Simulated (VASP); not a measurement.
# GaSb in VASP: a series of runs, part 2 of 2

VASP 6.6.1.

### 4 Single point, PBEsol (strain +0.050 along x and y, +0.050 along z)

Input file INCAR:

```
PREC = Accurate
ENCUT = 520
EDIFF = 1E-6
ISMEAR = 0
SIGMA = 0.15
LREAL = F
LASPH = T
NELM = 100
ALGO = Normal
ISIF = 2
LWAVE = F
LCHARG = F
GGA = PS
NBANDS = 16
```

Input file KPOINTS:

```
Automatic mesh
0
Gamma
  18 18 18
```

Input file POSCAR:

```
GaSb
1.0
    0.0000000000      3.2083948021      3.2083948021
    3.2083948021      0.0000000000      3.2083948021
    3.2083948021      3.2083948021      0.0000000000
Ga Sb
1 1
Direct
    0.0000000000      0.0000000000      0.0000000000
    0.7500000000      0.7500000000      0.7500000000
```

Potentials or basis: VASP PAW PBE potentials, release 64 (Ga_d, Sb).

Run with:

```console
> cat potpaw_PBE.64/Ga_d/POTCAR potpaw_PBE.64/Sb/POTCAR > POTCAR
> mpirun -np 1 vasp_std > vasp.out
```

OUTCAR:

```text
PREC = Accurate
   ENCUT = 520
   EDIFF = 1E-6
   ISMEAR = 0
   LREAL = F
   LASPH = T
   NELM = 100
   ISIF = 2
   GGA = PS

 ion  position               nearest neighbor table
   1  0.000  0.000  0.000-   2 2.78   2 2.78   2 2.78   2 2.78
   2  0.750  0.750  0.750-   1 2.78   1 2.78   1 2.78   1 2.78

  LATTYP: Found a face centered cubic cell.
 ALAT       =     6.4167896042

  Lattice vectors:

 A1 = (   0.0000000000,   3.2083948021,   3.2083948021)
 A2 = (   3.2083948021,   0.0000000000,   3.2083948021)
 A3 = (   3.2083948021,   3.2083948021,   0.0000000000)
[... 624 lines left out ...]
      3     -11.3871      2.00000
      4     -11.3596      2.00000
      5     -11.3589      2.00000
      6      -6.7205      2.00000
[... 8 lines left out ...]
     15      10.4337      0.00000
     16      11.1945      0.00000

 [... further k-points ...]
[... 5 lines left out ...]
  --------------------------------------------------------------------------------------
  -------------------------------------------------------------------------------------
  Total       -2.1638306     -2.1638306     -2.1638306      0.0000000      0.0000000      0.0000000
  in kB      -52.4856312    -52.4856312    -52.4856312      0.0000000      0.0000000      0.0000000
  external PRESSURE =     -52.4856312 kB  Pullay stress =       0.0000000 kB

 VOLUME and BASIS-vectors are now :
 -----------------------------------------------------------------------------
  energy-cutoff  :      520.00
  volume of cell :       66.05
      direct lattice vectors                 reciprocal lattice vectors
     0.000000000  3.208394802  3.208394802    -0.155841170  0.155841170  0.155841170
     3.208394802  0.000000000  3.208394802     0.155841170 -0.155841170  0.155841170
     3.208394802  3.208394802  0.000000000     0.155841170  0.155841170 -0.155841170

 POSITION                                       TOTAL-FORCE (eV/Angst)
 -----------------------------------------------------------------------------------
      0.00000      0.00000      0.00000         0.000000     -0.000000     -0.000000
      4.81259      4.81259      4.81259        -0.000000      0.000000      0.000000
 -----------------------------------------------------------------------------------
    total drift:                               -0.000000     -0.000000     -0.000000

  FREE ENERGIE OF THE ION-ELECTRON SYSTEM (eV)
  ---------------------------------------------------
  free  energy   TOTEN  =        -7.9878862431 eV

  energy  without entropy=       -7.9871609790  energy(sigma->0) =       -7.98752361
```

OSZICAR:

```text
N       E                     dE             d eps       ncg     rms          rms(c)
DAV:   1     0.811507829855E+02    0.81151E+02   -0.84624E+03  6328   0.131E+03
DAV:   2    -0.152807625896E+01   -0.82679E+02   -0.79666E+02  7352   0.292E+02
DAV:   3    -0.794021308970E+01   -0.64121E+01   -0.63936E+01  7496   0.651E+01
DAV:   4    -0.805721854992E+01   -0.11701E+00   -0.11699E+00  7880   0.983E+00
DAV:   5    -0.806009263253E+01   -0.28741E-02   -0.28740E-02  8048   0.137E+00    0.259E+00
DAV:   6    -0.800459753575E+01    0.55495E-01   -0.80478E-02  8552   0.436E+00    0.149E+00
DAV:   7    -0.798771645224E+01    0.16881E-01   -0.28402E-02  7904   0.148E+00    0.350E-01
DAV:   8    -0.798755887098E+01    0.15758E-03   -0.41659E-03  8320   0.713E-01    0.622E-02
DAV:   9    -0.798785201765E+01   -0.29315E-03   -0.38411E-04  7368   0.168E-01    0.242E-02
DAV:  10    -0.798788315495E+01   -0.31137E-04   -0.40284E-05  8064   0.496E-02    0.773E-03
DAV:  11    -0.798788577469E+01   -0.26197E-05   -0.57829E-06  7272   0.154E-02    0.355E-03
DAV:  12    -0.798788624306E+01   -0.46836E-06   -0.13549E-06  7336   0.110E-02
   1 F= -.79878862E+01 E0= -.79875236E+01  d E =-.725264E-03
```

It took 1.9 min on 1 thread of AMD EPYC 9R45 (Zen 5), shared host; peak memory 0.33 GiB.

Results:

```yaml
Free_energy: -7.9879 eV
Pressure: -5.2 GPa
Band_gap_on_the_k_mesh: zero (filled and empty bands touch)
```

Caveat: the cell differs from its parent crystal (strain +0.050 along x and y, +0.050 along z); the cell stands under tension; semilocal functionals underestimate gaps, so a narrow gap can read as zero; the PAW data sets were made with another functional, which shifts forces and pressure a little; spin-orbit coupling is left out, which moves the levels of the heavy elements.

### 5 Single point, PBEsol (strain -0.050 along x and y, -0.050 along z)

Input file INCAR:

```
PREC     = Accurate       # precision mode
ENCUT    = 520            # plane-wave cutoff, eV
EDIFF    = 1E-6           # SCF threshold, eV
ISMEAR   = 0              # smearing method
SIGMA    = 0.15           # smearing width, eV
LREAL    = F              # projectors in reciprocal space
LASPH    = T              # aspherical terms in the spheres
NELM     = 60             # most SCF steps
ALGO     = Normal         # electronic algorithm
ISIF     = 2              # what is computed and relaxed
LWAVE    = F              # write WAVECAR
LCHARG   = F              # write CHGCAR
GGA      = PS             # functional
NBANDS   = 16             # bands
```

Input file KPOINTS:

```
regular mesh
0
Gamma
  18 18 18
```

Input file POSCAR:

```
GaSb
1.0
    0.0000000000      2.9028333923      2.9028333923
    2.9028333923      0.0000000000      2.9028333923
    2.9028333923      2.9028333923      0.0000000000
Ga Sb
1 1
Direct
    0.0000000000      0.0000000000      0.0000000000
    0.7500000000      0.7500000000      0.7500000000
```

Run with:

```console
> cat potpaw_PBE.64/Ga_d/POTCAR potpaw_PBE.64/Sb/POTCAR > POTCAR
> mpirun -np 1 vasp_std > vasp.out
```

Run time: 76 s. Hardware: 1 thread of AMD EPYC 9R45 (Zen 5), shared host; peak memory 0.27 GiB.

It converged, with:

| Quantity | Value |
| --- | --- |
| Free energy | -7.8977 eV |
| Pressure | 11.6 GPa |
| Band gap on the k mesh | 0.54 eV (least direct gap 1.17 eV) |

Levels at points of the mesh, in eV from the valence-band top:
```
           k point  band 5  band 6  band 7  band 8  band 9  band 10  band 11  band 12  band 13  band 14
(0.00, 0.00, 0.00)  -15.32  -12.72    0.00    0.00    0.00     1.17     2.69     2.69     2.69     5.75
(0.50, 0.00, 0.00)  -15.32  -10.65   -7.29   -1.44   -1.44     0.70     3.68     3.68     6.15    10.17
(0.50, 0.50, 0.00)  -15.31   -9.57   -7.64   -3.20   -3.20     0.61     0.82     9.72     9.72    11.41
```

Caveat: the cell differs from its parent crystal (strain -0.050 along x and y, -0.050 along z); the cell stands under pressure; the PAW data sets were made with another functional, which shifts forces and pressure a little; spin-orbit coupling is left out, which moves the levels of the heavy elements. A k mesh can miss the band edges.

### 6 The runs side by side

| cell | gap on the mesh (eV) | pressure (GPa) |
| --- | --- | --- |
| a = 4.215, b = 4.215, c = 4.105 Å, angles 60.9, 60.9, 58.3°, 2 atoms | 0.38 | 6.9 |
| a = 4.429 Å, angles 60.0°, 2 atoms | none | -3.1 |
| a = 4.537 Å, angles 60.0°, 2 atoms | none | -5.2 |
| a = 4.105 Å, angles 60.0°, 2 atoms | 0.54 | 11.6 |

Alike in all rows: task single point; level PBEsol; potentials or basis VASP PAW PBE potentials, release 64 (Ga_d, Sb); no spin polarisation; k mesh 18 × 18 × 18; cutoff (eV) 520; smearing gaussian 0.15 eV.

Caveats: the PAW data sets were made with another functional, which shifts forces and pressure a little; spin-orbit coupling is left out, which moves the levels of the heavy elements; the cell stands under pressure (at least some runs); the cell stands under tension (at least some runs); semilocal functionals underestimate gaps, so a narrow gap can read as zero (at least some runs).

Total energies depend on the potentials used, so only differences within one code and one set of settings carry meaning.
